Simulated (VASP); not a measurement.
# GaSb3 (Im-3m) in VASP: single point with PBE

Aim: the single point of GaSb3 with PBE.

Program: VASP 6.6.1. These are calculated values, not measurements. Logs are shortened: lines on timing, memory, paths and dates and some standing lists are left out, and cuts for length are marked.

## (1) The cell of the first run

It takes space group Im-3m (No. 229, cubic). Conventional cell: a = 6.039 Å, b = 6.039 Å, c = 6.039 Å, α = 90.00°, β = 90.00°, γ = 90.00°. Within 4.0 Å of Ga (site symmetry m-3m) lie 6 Sb at 3.02 Å. Sb (site symmetry 4/mmm) has 2 Ga at 3.02 Å and 4 Sb at 3.02 Å within 4.0 Å.

## (2) Single point, PBE

File POSCAR:

```
GaSb3
1.0
   -3.0195739721      3.0195739721      3.0195739721
    3.0195739721     -3.0195739721      3.0195739721
    3.0195739721      3.0195739721     -3.0195739721
Ga Sb
1 3
Direct
    0.0000000000      0.0000000000      0.0000000000
    0.0000000000      0.5000000000      0.5000000000
    0.5000000000      0.0000000000      0.5000000000
    0.5000000000      0.5000000000      0.0000000000
```

File INCAR.step1:

```
PREC     = Accurate       # precision mode
ENCUT    = 520            # plane-wave cutoff, eV
EDIFF    = 1E-7           # SCF threshold, eV
ISMEAR   = 0              # smearing method
SIGMA    = 0.1            # smearing width, eV
LREAL    = False          # projectors in reciprocal space
LASPH    = True           # aspherical terms in the spheres
NELM     = 80             # most SCF steps
ALGO     = Normal         # electronic algorithm
ISIF     = 2              # what is computed and relaxed
LWAVE    = False          # write WAVECAR
LCHARG   = True           # write CHGCAR
GGA      = PE             # functional
NBANDS   = 22             # bands
```

File KPOINTS.step1:

```
regular mesh
0
Gamma
  8 8 8
```

File INCAR.step2:

```
PREC     = Accurate       # precision mode
ENCUT    = 520            # plane-wave cutoff, eV
EDIFF    = 1E-7           # SCF threshold, eV
ISMEAR   = -5             # smearing method
SIGMA    = 0.1            # smearing width, eV
LREAL    = False          # projectors in reciprocal space
LASPH    = True           # aspherical terms in the spheres
NELM     = 80             # most SCF steps
ALGO     = Normal         # electronic algorithm
ISIF     = 2              # what is computed and relaxed
LWAVE    = False          # write WAVECAR
LCHARG   = False          # write CHGCAR
GGA      = PE             # functional
LORBIT   = 10             # projections on sites
NBANDS   = 22             # bands
NEDOS    = 2001           # points of the DOS
ICHARG   = 11             # starting density
```

File KPOINTS.step2:

```
regular mesh
0
Gamma
  12 12 12
```

Potentials or basis: VASP PAW PBE potentials, release 64 (Ga_d, Sb).

Run with:

```
> cat potpaw_PBE.64/Ga_d/POTCAR potpaw_PBE.64/Sb/POTCAR > POTCAR
> cp INCAR.step1 INCAR
> cp KPOINTS.step1 KPOINTS
> mpirun -np 1 vasp_std > vasp.out
> cp INCAR.step2 INCAR
> cp KPOINTS.step2 KPOINTS
> mpirun -np 1 vasp_std > vasp.out
```

OUTCAR:

```text
PREC = Accurate
   ENCUT = 520
   EDIFF = 1E-7
   ISMEAR = -5
   LREAL = False
   LASPH = True
   NELM = 80
   ISIF = 2
   GGA = PE
   LORBIT = 10
   ICHARG = 11

 ion  position               nearest neighbor table
   1  0.000  0.000  0.000-   2 3.02   3 3.02   4 3.02   2 3.02   3 3.02   4 3.02
   2  0.000  0.500  0.500-   1 3.02   3 3.02   4 3.02   1 3.02   4 3.02   3 3.02
   3  0.500  0.000  0.500-   1 3.02   2 3.02   4 3.02   4 3.02   1 3.02   2 3.02
   4  0.500  0.500  0.000-   1 3.02   2 3.02   3 3.02   3 3.02   2 3.02   1 3.02

  LATTYP: Found a body centered cubic cell.
 ALAT       =     6.0391479442

  Lattice vectors:

 A1 = (  -3.0195739721,   3.0195739721,   3.0195739721)
 A2 = (   3.0195739721,  -3.0195739721,   3.0195739721)
 A3 = (   3.0195739721,   3.0195739721,  -3.0195739721)

Analysis of symmetry for initial positions (statically):
=====================================================================
 Subroutine PRICEL returns:
 Original cell was already a primitive cell.

 Routine SETGRP: Setting up the symmetry group for a
 body centered cubic supercell.

 Subroutine GETGRP returns: Found 48 space group operations
 (whereof 48 operations were pure point group operations)
 out of a pool of 48 trial point group operations.

The static configuration has the point symmetry O_h .

Analysis of symmetry for dynamics (positions and initial velocities):
=====================================================================
 Subroutine PRICEL returns:
 Original cell was already a primitive cell.

 Routine SETGRP: Setting up the symmetry group for a
 body centered cubic supercell.

 Subroutine GETGRP returns: Found 48 space group operations
 (whereof 48 operations were pure point group operations)
 out of a pool of 48 trial point group operations.

The dynamic configuration has the point symmetry O_h .

 Subroutine INISYM returns: Found 48 space group operations
 (whereof 48 operations are pure point group operations),
 and found     1 'primitive' translations

----------------------------------------------------------------------------------------

                                     Primitive cell

  volume of cell :     110.1278

  direct lattice vectors                    reciprocal lattice vectors
    -3.019573972  3.019573972  3.019573972     0.000000000  0.165586273  0.165586273
     3.019573972 -3.019573972  3.019573972     0.165586273  0.000000000  0.165586273
     3.019573972  3.019573972 -3.019573972     0.165586273  0.165586273  0.000000000

  length of vectors
     5.230055537  5.230055537  5.230055537     0.234174353  0.234174353  0.234174353

  position of ions in fractional coordinates (direct lattice)
     0.000000000  0.000000000  0.000000000
     0.000000000  0.500000000  0.500000000
     0.500000000  0.000000000  0.500000000
     0.500000000  0.500000000  0.000000000

  ion indices of the primitive-cell ions
   primitive index   ion index
                 1           1
                 2           2
                 3           3
                 4           4

----------------------------------------------------------------------------------------

 KPOINTS: regular mesh

Automatic generation of k-mesh.
 Grid dimensions read from file:
 generate k-points for:   12   12   12

 Generating k-lattice:

  Cartesian coordinates                     Fractional coordinates (reciprocal lattice)
     0.000000000  0.013798856  0.013798856     0.083333333  0.000000000  0.000000000
     0.013798856  0.000000000  0.013798856     0.000000000  0.083333333  0.000000000
     0.013798856  0.013798856  0.000000000     0.000000000  0.000000000  0.083333333

  Length of vectors
     0.019514529  0.019514529  0.019514529

  Shift w.r.t. Gamma in fractional coordinates (k-lattice)
     0.000000000  0.000000000  0.000000000

 TETIRR: Found   1910 inequivalent tetrahedra from    10368

 Subroutine IBZKPT returns following result:
 ===========================================

 Found     72 irreducible k-points:

 Following reciprocal coordinates:
            Coordinates               Weight
  0.000000  0.000000  0.000000      1.000000
  0.083333  0.000000  0.000000     12.000000
  0.166667  0.000000  0.000000     12.000000
  0.250000  0.000000  0.000000     12.000000
  0.333333  0.000000  0.000000     12.000000
  0.416667  0.000000  0.000000     12.000000
[... 16 lines left out ...]
  0.333333  0.083333  0.083333     24.000000
  0.416667  0.083333  0.083333     12.000000
 [... further k-points ...]
   k-points           NKPTS =     72   k-points in BZ     NKDIM =     72   number of bands    NBANDS=     22
   number of dos      NEDOS =   2001   number of ions     NIONS =      4
   total plane-waves  NPLWV =  64000
   dimension x,y,z NGX =    40 NGY =   40 NGZ =   40
   dimension x,y,z NGXF=    80 NGYF=   80 NGZF=   80
   ions per type =               1   3
   NGX,Y,Z   is equivalent  to a cutoff of  12.71, 12.71, 12.71 a.u.
   NGXF,Y,Z  is equivalent  to a cutoff of  25.43, 25.43, 25.43 a.u.
 SYSTEM =  unknown system
   PREC   = accura    normal or accurate (medium, high low for compatibility)
   ISTART =      0    job   : 0-new  1-cont  2-samecut
   ICHARG =     11    charge: 1-file 2-atom 10-const
   ISPIN  =      1    spin polarized calculation?
   LNONCOLLINEAR =      F non collinear calculations
   LSORBIT =      F    spin-orbit coupling
   LASPH  =      T    aspherical Exc in radial PAW
   ENCUT  =  520.0 eV  38.22 Ry    6.18 a.u.   9.72  9.72  9.72*2*pi/ulx,y,z
   NELM   =     80;   NELMIN=  2; NELMDL=  0     # of ELM steps
   EDIFF  = 0.1E-06   stopping-criterion for ELM
   LREAL  =      F    real-space projection
   EDIFFG = 0.1E-05   stopping-criterion for IOM
   NSW    =      0    number of steps for IOM
   IBRION =     -1    ionic relax: 0-MD 1-quasi-New 2-CG
   NFREE  =      0    steps in history (QN), initial steepest desc. (CG)
   ISIF   =      2    stress and relaxation
   ISYM   =      2    0-nonsym 1-usesym 2-fastsym
   POTIM  = 0.5000    time-step for ionic-motion
   TEBEG  =    0.0;   TEEND  =   0.0 temperature during run
   PSTRESS=    0.0 pullay stress
   NELECT =      28.0000    total number of electrons
   NUPDOWN=      -1.0000    fix difference up-down
   EMIN   =  10.00;   EMAX   =-10.00  energy-range for DOS
   EFERMI =   0.00;   METHOD = LEGACY
   ISMEAR =    -5;   SIGMA  =   0.10  broadening in eV -4-tet -1-fermi 0-gaus
   EFERMI_NEDOS =   21; number of points for ismear=-14 and -15
   IALGO  =     38    algorithm
   IMIX   =      4    mixing-type and parameters
     AMIX     =   0.40;   BMIX     =  1.00
     AMIX_MAG =   1.60;   BMIX_MAG =  1.00
  volume/ion in A,a.u.               =      27.53       185.79
  Fermi-wavevector in a.u.,A,eV,Ry     =   1.037119  1.959870 14.634636  1.075615
  Thomas-Fermi vector in A             =   2.171542
   LORBIT       =     10    0 simple, 1 ext, 2 COOP (PROOUT), +10 PAW based schemes
   GGA     = PE    functional components
   LHFCALC =     F    Hartree Fock is set to
   AEXX    =    0.0000 exact exchange contribution
   IVDW    =     0    specifies the selected vdW correction
   LEPSILON=     F    determine dielectric tensor
   LRPA    =     F    only Hartree local field effects (RPA)
 non-spin polarized calculation
 Fermi weights with tetrahedron method with Bloechl corrections
  energy-cutoff  :      520.00
  volume of cell :      110.13
 maximum number of plane-waves:      3043

 number of electron      28.0000017 magnetization

 Free energy of the ion-electron system (eV)
  ---------------------------------------------------
  ext. energy  EPLUGINS =         0.00000000
  ---------------------------------------------------
  free energy    TOTEN  =       -15.05732752 eV

  energy without entropy =      -15.05732752  energy(sigma->0) =      -15.05732752

 E-fermi :   6.5038     XC(G=0):  -9.7893

 val. band max:        6.5455835805   @ k =  -0.1667   0.1667   0.1667
 cond. band min:       6.4477641700   @ k =   0.5000   0.0000   0.0000
 fundamental gap:     -0.0978194104
 Fermi energy:         6.5038066793

 k-point     1 :       0.0000    0.0000    0.0000
  band No.  band energies     occupation
      1      -8.1787      2.00000
      2      -8.1787      2.00000
      3      -8.1490      2.00000
      4      -8.1490      2.00000
      5      -8.1490      2.00000
      6      -5.5619      2.00000
[... 14 lines left out ...]
     21      11.0407      0.00000
     22      14.3885      0.00000

 k-point     2 :       0.0833    0.0000    0.0000
  band No.  band energies     occupation
      1      -8.1789      2.00000
      2      -8.1786      2.00000
      3      -8.1491      2.00000
      4      -8.1490      2.00000
      5      -8.1489      2.00000
      6      -5.5109      2.00000
[... 14 lines left out ...]
     21      11.0938      0.00000
     22      14.5683      0.00000

 k-point     3 :       0.1667    0.0000    0.0000
  band No.  band energies     occupation
      1      -8.1793      2.00000
      2      -8.1783      2.00000
      3      -8.1493      2.00000
      4      -8.1491      2.00000
      5      -8.1485      2.00000
      6      -5.3587      2.00000
[... 14 lines left out ...]
     21      11.2517      0.00000
     22      14.4990      0.00000
[... 476 lines left out ...]
 k-point    23 :       0.3333    0.0833    0.0833
  band No.  band energies     occupation
      1      -8.1802      2.00000
      2      -8.1769      2.00000
      3      -8.1501      2.00000
      4      -8.1495      2.00000
      5      -8.1477      2.00000
      6      -4.2694      2.00000
[... 14 lines left out ...]
     21      12.4063      0.00000
     22      12.6423      0.00000

 k-point    24 :       0.4167    0.0833    0.0833
  band No.  band energies     occupation
      1      -8.1803      2.00000
      2      -8.1767      2.00000
      3      -8.1502      2.00000
      4      -8.1495      2.00000
      5      -8.1476      2.00000
      6      -3.9916      2.00000
[... 14 lines left out ...]
     21      12.2211      0.00000
     22      13.5484      0.00000

 [... further k-points ...]
[... 5 lines left out ...]
  --------------------------------------------------------------------------------------
  -------------------------------------------------------------------------------------
  Total        0.2801931      0.2801931      0.2801931      0.0000000      0.0000000     -0.0000000
  in kB        4.0763455      4.0763455      4.0763455      0.0000000      0.0000000     -0.0000000
  external PRESSURE =       4.0763455 kB  Pullay stress =       0.0000000 kB

 VOLUME and BASIS-vectors are now :
 -----------------------------------------------------------------------------
  energy-cutoff  :      520.00
  volume of cell :      110.13
      direct lattice vectors                 reciprocal lattice vectors
    -3.019573972  3.019573972  3.019573972     0.000000000  0.165586273  0.165586273
     3.019573972 -3.019573972  3.019573972     0.165586273  0.000000000  0.165586273
     3.019573972  3.019573972 -3.019573972     0.165586273  0.165586273  0.000000000

 POSITION                                       TOTAL-FORCE (eV/Angst)
 -----------------------------------------------------------------------------------
      0.00000      0.00000      0.00000         0.000000      0.000000      0.000000
      3.01957      0.00000      0.00000        -0.000000     -0.000000      0.000000
      0.00000      3.01957      0.00000         0.000000      0.000000     -0.000000
      0.00000      0.00000      3.01957         0.000000     -0.000000      0.000000
 -----------------------------------------------------------------------------------
    total drift:                               -0.000000      0.000000      0.000000

  FREE ENERGIE OF THE ION-ELECTRON SYSTEM (eV)
  ---------------------------------------------------
  free  energy   TOTEN  =       -15.0573275233 eV

  energy  without entropy=      -15.0573275233  energy(sigma->0) =      -15.05732752

 total charge

# of ion       s       p       d       tot
------------------------------------------
    1        0.992   0.521   9.947  11.460
    2        1.201   1.151   0.036   2.388
    3        1.201   1.151   0.036   2.388
    4        1.201   1.151   0.036   2.388
--------------------------------------------------
tot          4.595   3.975  10.054  18.624
```

It took 95 s on 1 thread of AMD EPYC 9R45 (Zen 5), shared host; peak memory 0.31 GiB.

Results:

* Valence electrons inside the program's atomic spheres: Ga 11.46; Sb 2.39

Caveat: spin-orbit coupling is left out, which moves the levels of the heavy elements; tetrahedron occupations give inexact forces and stress in metals.
